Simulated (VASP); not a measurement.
Wanted: the native input for a VASP 6.6.1 run.

```yaml
Task: single point
Functional: PBEsol
Potentials_or_basis: VASP PAW PBE potentials, release 64 (Ti_sv, C)
Cutoff: 520 eV
k_mesh: 8 × 8 × 8
Occupations: gaussian, width 0.1 eV
Spin: no spin polarisation
Dipole_correction: no
Further_INCAR_settings: ALGO = Normal; EDIFF = 1e-06; NBANDS = 68
```

The structure of Ti2C lies in POSCAR:

```
Ti2C
1.0
    0.0000000000      4.1770843731      4.1770843731
    4.1770843731      0.0000000000      4.1770843731
    4.1770843731      4.1770843731      0.0000000000
Ti C
8 4
Direct
    0.8637192950      0.3787602350      0.3787602350
    0.3787602350      0.3787602350      0.3787602350
    0.3787602350      0.3787602350      0.8637192950
    0.8712397650      0.3862807050      0.8712397650
    0.8712397650      0.8712397650      0.8712397650
    0.3862807050      0.8712397650      0.8712397650
    0.8712397650      0.8712397650      0.3862807050
    0.3787602350      0.8637192950      0.3787602350
    0.6250000000      0.6250000000      0.6250000000
    0.1250000000      0.6250000000      0.6250000000
    0.6250000000      0.6250000000      0.1250000000
    0.6250000000      0.1250000000      0.6250000000
```

The input as run:

INCAR

```
PREC = Accurate
ENCUT = 520
EDIFF = 1E-6
ISMEAR = 0
SIGMA = 0.1
LREAL = F
LASPH = T
NELM = 60
ALGO = Normal
ISIF = 2
LWAVE = F
LCHARG = F
GGA = PS
NBANDS = 68
```

KPOINTS

```
regular mesh
0
Gamma
  8 8 8
```

Potentials or basis: VASP PAW PBE potentials, release 64 (Ti_sv, C).

Run with:

```sh
$ cat potpaw_PBE.64/Ti_sv/POTCAR potpaw_PBE.64/C/POTCAR > POTCAR
$ mpirun -np 1 vasp_std > vasp.out
```

It gave:

The pressure is 12.0 GPa. The largest force is 0.023 eV/Å. The band gap on the k mesh is zero (bands 56 and 57 overlap by 0.50 eV).

Caveat: the cell stands under pressure; the PAW data sets were made with another functional, which shifts forces and pressure a little.

It took 12 min on 1 thread of Intel Xeon 8259CL (shared host), peak memory 0.44 GiB.
